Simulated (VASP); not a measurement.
GaAs4:

```
Ga As
1.0
     5.58209    0.00000    0.00000
    -2.79105    4.83423    0.00000
     0.00000    0.00000    5.31738
Ga As
1 4
Cartesian
  0.0000 0.0000 2.6587
  2.7910 0.0000 0.0000
  -1.3955 2.4171 0.0000
  1.3955 2.4171 0.0000
  0.0000 0.0000 0.0000
```

The cell was generated, and may not be a known phase.

| Quantity | Value |
| --- | --- |
| Program | VASP 6.6.1 |
| Task | relaxation of cell and atoms |
| Functional | PBE |
| Potentials or basis | VASP PAW PBE potentials, release 64 (Ga_d, As) |
| Cutoff | 600 eV |
| k mesh | 12 × 12 × 8 |
| Occupations | gaussian, width 0.1 eV |
| Spin | no spin polarisation |

At the start: pressure 0.1 GPa; volume 28.70 Å³/atom.

Problem. How do energy, volume and symmetry change on relaxing?

Solution. Over 7 steps the energy falls by 4.7 meV/atom and the volume is 28.19 Å³/atom (-1.8 %); space group P6/mmm (No. 191, to 0.1 Å) before and after.

The path:
| step | energy change (eV) | largest force (eV/Å) | pressure (GPa) | volume (Å³) |
| --- | --- | --- | --- | --- |
| 1 | 0.0000 | 0.0000 | 0.09 | 143.49 |
| 2 | -0.0130 | 0.0000 | -0.40 | 143.81 |
| 3 | -0.0160 | 0.0000 | -0.70 | 144.01 |
| 4 | -0.0225 | 0.0000 | -0.23 | 141.53 |
| 5 | -0.0225 | 0.0000 | -0.21 | 141.42 |
| 6 | -0.0233 | 0.0000 | 0.07 | 140.83 |
| 7 | -0.0234 | 0.0000 | -0.01 | 140.97 |

Final structure:
```
Ga As
1.0
     5.61578    0.00000    0.00000
    -2.80789    4.86341    0.00000
     0.00000    0.00000    5.16143
Ga As
1 4
Direct
  0.00000 0.00000 0.50000
  0.50000 0.00000 0.00000
  0.00000 0.50000 0.00000
  0.50000 0.50000 0.00000
  0.00000 0.00000 0.00000
```

Caveat: an odd number of electrons without spin polarisation forces a metal; a magnetic or distorted state may lie lower.
